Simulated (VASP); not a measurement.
A run of VASP 6.6.1:

File INCAR:

```
SYSTEM = Na
PREC = Accurate ; ENCUT = 520
EDIFF = 1E-6 ; ISMEAR = 0
SIGMA = 0.15 ; LREAL = .FALSE.
LASPH = .TRUE. ; NELM = 80
ALGO = Normal ; ISIF = 2
LWAVE = .FALSE. ; LCHARG = .FALSE.
GGA = PE ; NBANDS = 10
```

File KPOINTS:

```
Automatic mesh
0
G
  16 16 16
  0 0 0
```

Contents of POSCAR:

```
Na
1.0
   -2.1810250000      2.1810250000      2.1175000000
    2.1810250000     -2.1810250000      2.1175000000
    2.1810250000      2.1810250000     -2.1175000000
Na
1
Direct
    0.0000000000      0.0000000000      0.0000000000
```

Potentials or basis: VASP PAW PBE potentials, release 64 (Na_pv).

Command:

```bash
$ cat potpaw_PBE.64/Na_pv/POTCAR > POTCAR
$ mpirun -np 1 vasp_std > vasp.out
```

Hardware: 1 thread of Intel(R) Xeon(R) Platinum 8375C CPU @ 2.90GHz (Ice Lake) (shared host).

Problem. Estimate the wall time of this run.

Solution. Wall time 63 s on 1 thread of Intel(R) Xeon(R) Platinum 8375C CPU @ 2.90GHz (Ice Lake), with other jobs on the host, peak memory 0.23 GiB. Counts: scf iterations 9, k points 349.
